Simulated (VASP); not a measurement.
# MgO (qe600) (Fm-3m) in VASP: notebook

Runs on MgO (qe600). Level: LDA. Tasks: single point, relaxation of cell and atoms.

All numbers are computed with VASP 6.6.1; they aren't measurements. Logs are shortened: lines on timing, memory, paths and dates and some standing lists are left out, and cuts for length are marked.

**Measured values to compare with.**

From “Electronic structure of alkaline earth and post-transition metal oxides”, 2009, arxiv:0908.1581, for a bulk crystal of MgO: band gap 7.83 eV.

How close the calculation comes is told below.

**1. The cell of the first run**

It takes space group Fm-3m (No. 225, cubic). Conventional cell: a = 4.249 Å, b = 4.249 Å, c = 4.249 Å, α = 90.00°, β = 90.00°, γ = 90.00°. Mg (site symmetry m-3m) has 6 O at 2.12 Å within 2.8 Å. Within 2.8 Å of O (site symmetry m-3m) lie 6 Mg at 2.12 Å.

**2. Single point, LDA**

INCAR reads:

```
ALGO = Normal ; EDIFF = 1E-6
ENCUT = 600 ; GGA_COMPAT = F
ISIF = 2 ; ISMEAR = 0
LASPH = T ; LCHARG = F
LREAL = F ; LWAVE = F
NBANDS = 11 ; NELM = 120
PREC = Accurate ; SIGMA = 0.1
```

KPOINTS reads:

```
k-points
0
Gamma
  8 8 8
```

POSCAR reads:

```
MgO
1.0
    0.0000000000      2.1245000000      2.1245000000
    2.1245000000      0.0000000000      2.1245000000
    2.1245000000      2.1245000000      0.0000000000
Mg O
1 1
Direct
    0.0000000000      0.0000000000      0.0000000000
    0.5000000000      0.5000000000      0.5000000000
```

Potentials or basis: VASP PAW LDA potentials, release 64 (Mg, O).

Run with:

```
$ cat potpaw_LDA.64/Mg/POTCAR potpaw_LDA.64/O/POTCAR > POTCAR
$ mpirun -np 1 vasp_std > vasp.out
```

OUTCAR:

```text
EDIFF = 1E-6
   ENCUT = 600
   ISIF = 2
   ISMEAR = 0
   LASPH = T
   LREAL = F
   NELM = 120
   PREC = Accurate

 ion  position               nearest neighbor table
   1  0.000  0.000  0.000-   2 2.12   2 2.12   2 2.12   2 2.12   2 2.12   2 2.12
   2  0.500  0.500  0.500-   1 2.12   1 2.12   1 2.12   1 2.12   1 2.12   1 2.12

  LATTYP: Found a face centered cubic cell.
 ALAT       =     4.2490000000

  Lattice vectors:

 A1 = (   0.0000000000,   2.1245000000,   2.1245000000)
 A2 = (   2.1245000000,   0.0000000000,   2.1245000000)
 A3 = (   2.1245000000,   2.1245000000,   0.0000000000)

Analysis of symmetry for initial positions (statically):
=====================================================================
 Subroutine PRICEL returns:
 Original cell was already a primitive cell.

 Routine SETGRP: Setting up the symmetry group for a
 face centered cubic supercell.

 Subroutine GETGRP returns: Found 48 space group operations
 (whereof 48 operations were pure point group operations)
 out of a pool of 48 trial point group operations.

The static configuration has the point symmetry O_h .

Analysis of symmetry for dynamics (positions and initial velocities):
=====================================================================
 Subroutine PRICEL returns:
 Original cell was already a primitive cell.

 Routine SETGRP: Setting up the symmetry group for a
 face centered cubic supercell.

 Subroutine GETGRP returns: Found 48 space group operations
 (whereof 48 operations were pure point group operations)
 out of a pool of 48 trial point group operations.

The dynamic configuration has the point symmetry O_h .

 Subroutine INISYM returns: Found 48 space group operations
 (whereof 48 operations are pure point group operations),
 and found     1 'primitive' translations

----------------------------------------------------------------------------------------

                                     Primitive cell

  volume of cell :      19.1779

  direct lattice vectors                    reciprocal lattice vectors
     0.000000000  2.124500000  2.124500000    -0.235349494  0.235349494  0.235349494
     2.124500000  0.000000000  2.124500000     0.235349494 -0.235349494  0.235349494
     2.124500000  2.124500000  0.000000000     0.235349494  0.235349494 -0.235349494

  length of vectors
     3.004496713  3.004496713  3.004496713     0.407637281  0.407637281  0.407637281

  position of ions in fractional coordinates (direct lattice)
[... 81 lines left out ...]
   EDIFFG = 0.1E-04   stopping-criterion for IOM
   NSW    =      0    number of steps for IOM
   IBRION =     -1    ionic relax: 0-MD 1-quasi-New 2-CG
   NFREE  =      0    steps in history (QN), initial steepest desc. (CG)
   ISIF   =      2    stress and relaxation
   ISYM   =      2    0-nonsym 1-usesym 2-fastsym
   POTIM  = 0.5000    time-step for ionic-motion
   TEBEG  =    0.0;   TEEND  =   0.0 temperature during run
   PSTRESS=    0.0 pullay stress
   NELECT =       8.0000    total number of electrons
   NUPDOWN=      -1.0000    fix difference up-down
   EMIN   =  10.00;   EMAX   =-10.00  energy-range for DOS
   EFERMI =   0.00;   METHOD = LEGACY
   ISMEAR =     0;   SIGMA  =   0.10  broadening in eV -4-tet -1-fermi 0-gaus
   EFERMI_NEDOS =   21; number of points for ismear=-14 and -15
   IALGO  =     38    algorithm
   IMIX   =      4    mixing-type and parameters
     AMIX     =   0.40;   BMIX     =  1.00
     AMIX_MAG =   1.60;   BMIX_MAG =  1.00
  volume/ion in A,a.u.               =       9.59        64.71
  Fermi-wavevector in a.u.,A,eV,Ry     =   1.223221  2.311552 20.357968  1.496268
  Thomas-Fermi vector in A             =   2.358339
   LORBIT       =      0    0 simple, 1 ext, 2 COOP (PROOUT), +10 PAW based schemes
   GGA     = CA    functional components
   LHFCALC =     F    Hartree Fock is set to
   AEXX    =    0.0000 exact exchange contribution
   IVDW    =     0    specifies the selected vdW correction
   LEPSILON=     F    determine dielectric tensor
   LRPA    =     F    only Hartree local field effects (RPA)
 non-spin polarized calculation
 Gauss-broadening in eV      SIGMA  =   0.10
  energy-cutoff  :      600.00
  volume of cell :       19.18
 maximum number of plane-waves:       652
   NGX = 13   NGY = 13   NGZ = 13

 number of electron       8.0000004 magnetization

 Free energy of the ion-electron system (eV)
  ---------------------------------------------------
  ext. energy  EPLUGINS =         0.00000000
  ---------------------------------------------------
  free energy    TOTEN  =       -13.39866525 eV

  energy without entropy =      -13.39866525  energy(sigma->0) =      -13.39866525

 E-fermi :   3.1207     XC(G=0): -11.4659

 val. band max:        2.6822392971   @ k =   0.0000   0.0000   0.0000
 cond. band min:       7.0890920658   @ k =   0.0000   0.0000   0.0000
 fundamental gap:      4.4068527688
 Fermi energy:         3.1206652785

 k-point     1 :       0.0000    0.0000    0.0000
  band No.  band energies     occupation
      1     -14.1838      2.00000
      2       2.6822      2.00000
      3       2.6822      2.00000
      4       2.6822      2.00000
      5       7.0891      0.00000
      6      18.0673      0.00000
      7      18.0673      0.00000
      8      18.0673      0.00000
      9      22.0240      0.00000
     10      23.6351      0.00000
     11      23.6351      0.00000
[... 309 lines left out ...]
 k-point    24 :      -0.3750    0.2500    0.1250
  band No.  band energies     occupation
      1     -12.7473      2.00000
      2      -1.2893      2.00000
      3       0.7688      2.00000
      4       1.7113      2.00000
      5      12.0022      0.00000
      6      14.4273      0.00000
      7      15.6103      0.00000
      8      18.9543      0.00000
      9      22.6337      0.00000
     10      24.0760      0.00000
     11      28.0594      0.00000

 [... further k-points ...]
[... 5 lines left out ...]
  --------------------------------------------------------------------------------------
  -------------------------------------------------------------------------------------
  Total       -1.3867130     -1.3867130     -1.3867130     -0.0000000     -0.0000000      0.0000000
  in kB     -115.8502489   -115.8502489   -115.8502489     -0.0000000     -0.0000000      0.0000000
  external PRESSURE =    -115.8502489 kB  Pullay stress =       0.0000000 kB

 VOLUME and BASIS-vectors are now :
 -----------------------------------------------------------------------------
  energy-cutoff  :      600.00
  volume of cell :       19.18
      direct lattice vectors                 reciprocal lattice vectors
     0.000000000  2.124500000  2.124500000    -0.235349494  0.235349494  0.235349494
     2.124500000  0.000000000  2.124500000     0.235349494 -0.235349494  0.235349494
     2.124500000  2.124500000  0.000000000     0.235349494  0.235349494 -0.235349494

 POSITION                                       TOTAL-FORCE (eV/Angst)
 -----------------------------------------------------------------------------------
      0.00000      0.00000      0.00000        -0.000000      0.000000     -0.000000
      2.12450      2.12450      2.12450         0.000000      0.000000      0.000000
 -----------------------------------------------------------------------------------
    total drift:                               -0.000000     -0.000000      0.000000

  FREE ENERGIE OF THE ION-ELECTRON SYSTEM (eV)
  ---------------------------------------------------
  free  energy   TOTEN  =       -13.3986652545 eV

  energy  without entropy=      -13.3986652545  energy(sigma->0) =      -13.39866525
```

OSZICAR:

```text
N       E                     dE             d eps       ncg     rms          rms(c)
DAV:   1     0.191781611793E+02    0.19178E+02   -0.50365E+03   694   0.724E+02
DAV:   2    -0.141891028643E+02   -0.33367E+02   -0.32658E+02   734   0.147E+02
DAV:   3    -0.149602826481E+02   -0.77118E+00   -0.77033E+00   780   0.207E+01
DAV:   4    -0.149620911355E+02   -0.18085E-02   -0.18084E-02   701   0.111E+00
DAV:   5    -0.149620961466E+02   -0.50111E-05   -0.50110E-05   734   0.577E-02    0.701E+00
DAV:   6    -0.134657928994E+02    0.14963E+01   -0.89832E+00   665   0.161E+01    0.231E+00
DAV:   7    -0.134239910339E+02    0.41802E-01   -0.78197E-02   692   0.240E+00    0.130E+00
DAV:   8    -0.133992597842E+02    0.24731E-01   -0.35906E-02   668   0.190E+00    0.248E-01
DAV:   9    -0.133988456286E+02    0.41416E-03   -0.45250E-04   725   0.159E-01    0.148E-01
DAV:  10    -0.133986659601E+02    0.17967E-03   -0.44085E-04   668   0.178E-01    0.631E-03
DAV:  11    -0.133986652545E+02    0.70567E-06   -0.45160E-06   710   0.117E-02
   1 F= -.13398665E+02 E0= -.13398665E+02  d E =-.148426E-11
```

stdout:

```text
POSCAR found type information on POSCAR MgO
 POSCAR found :  2 types and       2 ions
 scaLAPACK will be used
 LDA part: xc-table for (Slater(with rela. corr.)+CA(PZ))
 , standard interpolation
 POSCAR, INCAR and KPOINTS ok, starting setup
 FFT: planning ... GRIDC
 FFT: planning ... GRID_SOFT
 FFT: planning ... GRID
 WAVECAR not read
 entering main loop
```

Run time: 5.7 s. Hardware: 1 thread of AMD EPYC 9R45 (Zen 5), shared host; peak memory 0.1 GiB.

What came out:

```
Free energy            : -13.3987 eV
Pressure               : -11.6 GPa
Band gap on the k mesh : 4.41 eV, direct
```

**3. Single point, LDA**

This run uses another cell than the first one, of 9.00 Å³/atom, 0.939 times its volume.

INCAR reads:

```
SYSTEM = MgO
PREC = Accurate
ENCUT = 600
EDIFF = 1E-6
ISMEAR = 0
SIGMA = 0.02
LREAL = .FALSE.
LASPH = .TRUE.
NELM = 120
ALGO = Normal
ISIF = 2
LWAVE = .FALSE.
LCHARG = .FALSE.
NBANDS = 11
GGA_COMPAT = .FALSE.
```

KPOINTS reads:

```
regular mesh
0
G
  8 8 8
  0 0 0
```

POSCAR reads:

```
MgO
1.0
    0.0000000000      2.0804427652      2.0804427652
    2.0804427652      0.0000000000      2.0804427652
    2.0804427652      2.0804427652      0.0000000000
Mg O
1 1
Direct
    0.0000000000      0.0000000000      0.0000000000
    0.5000000000      0.5000000000      0.5000000000
```

Potentials or basis: VASP PAW LDA potentials, release 64 (Mg, O).

Run with:

```
$ cat potpaw_LDA.64/Mg/POTCAR potpaw_LDA.64/O/POTCAR > POTCAR
$ mpirun -np 1 vasp_std > vasp.out
```

Run time: 5.7 s. Hardware: 1 thread of AMD EPYC 9R45 (Zen 5), shared host; peak memory 0.1 GiB.

The run converged. Its results:

- Free energy: -13.4479 eV
- Pressure: -2.2 GPa
- Band gap on the k mesh: 5.02 eV, direct

Levels at points of the mesh, in eV from the valence-band top:
```
           k point  band 2  band 3  band 4  band 5  band 6  band 7
(0.00, 0.00, 0.00)    0.00    0.00    0.00    5.02   15.73   15.73
(0.50, 0.00, 0.00)   -4.86   -0.71   -0.71    7.97   12.81   16.38
(0.50, 0.50, 0.00)   -4.31   -1.43   -1.43    8.92   10.11   13.28
```

**4. Relaxation of cell and atoms, LDA**

This run uses another cell than the first one, of 9.01 Å³/atom, 0.939 times its volume.

INCAR reads:

```
SYSTEM = MgO
PREC = Accurate
ENCUT = 600
EDIFF = 1E-7
ISMEAR = 0
SIGMA = 0.02
LREAL = .FALSE.
LASPH = .TRUE.
NELM = 120
ALGO = Normal
ISIF = 3
LWAVE = .FALSE.
LCHARG = .FALSE.
IBRION = 2
NSW = 100
EDIFFG = -0.002
GGA_COMPAT = .FALSE.
NELMIN = 4
```

KPOINTS reads:

```
Automatic mesh
0
G
  8 8 8
  0 0 0
```

POSCAR reads:

```
MgO
1.0
    0.0000000000      2.0805909286      2.0805909286
    2.0805909286      0.0000000000      2.0805909286
    2.0805909286      2.0805909286      0.0000000000
Mg O
1 1
Direct
    0.0000000000      0.0000000000      0.0000000000
    0.5000000000      0.5000000000      0.5000000000
```

Run with:

```
$ cat potpaw_LDA.64/Mg/POTCAR potpaw_LDA.64/O/POTCAR > POTCAR
$ mpirun -np 1 vasp_std > vasp.out
```

Run time: 8.9 s. Hardware: 1 thread of AMD EPYC 9R45 (Zen 5), shared host; peak memory 0.1 GiB.

The run converged. Its results:

| Property | Result |
| --- | --- |
| Free energy | -13.4495 eV |
| Relaxed volume | 8.89 Å³/atom |
| Relaxed cell | a = 2.930 Å, b = 2.930 Å, c = 2.930 Å, α = 60.00°, β = 60.00°, γ = 60.00° |
| Space group after relaxing (to 0.05 Å) | Fm-3m (No. 225) |
| Energy gained by relaxing | 0.8 meV/atom |
| Ionic steps | 3 |
| Pressure after relaxing | 0.0 GPa |
| Band gap on the k mesh | 5.15 eV, direct |

Step by step:
```tsv
step	energy change (eV)	largest force (eV/Å)	pressure (GPa)	volume (Å³)
1	0.0000	0.0000	-2.20	18.01
2	-0.0013	0.0000	0.96	17.69
3	-0.0016	0.0000	0.00	17.79
```

Final structure:
```xyz
2
Lattice="0.0000 2.0718 2.0718 2.0718 0.0000 2.0718 2.0718 2.0718 0.0000" Properties=species:S:1:pos:R:3 pbc="T T T"
Mg    0.0000    0.0000    0.0000
O     2.0718    2.0718    2.0718
```

Levels at points of the mesh, in eV from the valence-band top:
| k point | band 2 | band 3 | band 4 | band 5 | band 6 | band 7 |
| --- | --- | --- | --- | --- | --- | --- |
| (0.00, 0.00, 0.00) | 0.00 | 0.00 | 0.00 | 5.15 | 15.79 | 15.79 |
| (0.50, 0.00, 0.00) | -4.92 | -0.72 | -0.72 | 8.05 | 12.96 | 16.51 |
| (0.50, 0.50, 0.00) | -4.36 | -1.44 | -1.44 | 8.93 | 10.24 | 13.42 |

As with any semilocal functional, this LDA gap is likely too small. LDA usually gives volumes a few per cent too small.

**5. Summary**

| task | cell | smearing | gap on the mesh (eV) | pressure (GPa) |
| --- | --- | --- | --- | --- |
| single point | a = 3.004 Å, angles 60.0°, 2 atoms | gaussian 0.1 eV | 4.41 | -11.6 |
| single point | a = 2.942 Å, angles 60.0°, 2 atoms | gaussian 0.02 eV | 5.02 | -2.2 |
| relaxation of cell and atoms | relaxed from a = 2.942 Å, angles 60.0°, 2 atoms | gaussian 0.02 eV | 5.15 | 0.0 |

Alike in all rows: level LDA; potentials or basis VASP PAW LDA potentials, release 64 (Mg, O); no spin polarisation; k mesh 8 × 8 × 8; cutoff (eV) 600.

Absolute energies hang on the potentials; compare differences alone.

**6. How close it comes**

Step 3. A measured gap of MgO is 7.83 eV (quoted in “Electronic structure of alkaline earth and post-transition metal oxides”, 2009, arxiv:0908.1581); the calculated 5.02 eV misses it by -2.81 eV. The value is that of LDA, without temperature or zero-point motion. Semilocal functionals fall short of measured gaps as a rule.
